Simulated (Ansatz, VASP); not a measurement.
**One calculation of LaTl, two programs**

```xyz
2
Lattice="3.3504 0.0000 0.0000 0.0000 3.3504 0.0000 0.0000 0.0000 3.3504" Properties=species:S:1:pos:R:3 pbc="T T T"
La    0.0000    0.0000    0.0000
Tl    1.6752    1.6752    1.6752
```

Change from the starting cell: volume scaled by 0.6, LAPW.

Alike in both runs: task single point; functional LDA; k mesh 9 × 9 × 9; occupations fermi-dirac, width 0.05 eV; no spin polarisation.

|  | VASP | Ansatz |
| --- | --- | --- |
| version | VASP 6.6.1 | Ansatz 0.2.0 |
| potentials or method | VASP PAW LDA potentials, release 64 (La, Tl_d), cutoff 520 eV | all-electron LAPW, scalar-relativistic |

VASP gave:

* pressure (GPa): 65.7

Task: Estimate Ansatz's values.

Result: Pressure (GPa): 65.4.

LDA's correlation is that of Perdew and Zunger in VASP and of Perdew and Wang (1992) in Ansatz. Both programs put the cell under a high pressure, so it lies far from rest at this level. Ansatz ran all-electron here, and VASP with PAW potentials.

Spin-orbit coupling is off throughout. Noted on VASP's run: the cell as given lies far from equilibrium.
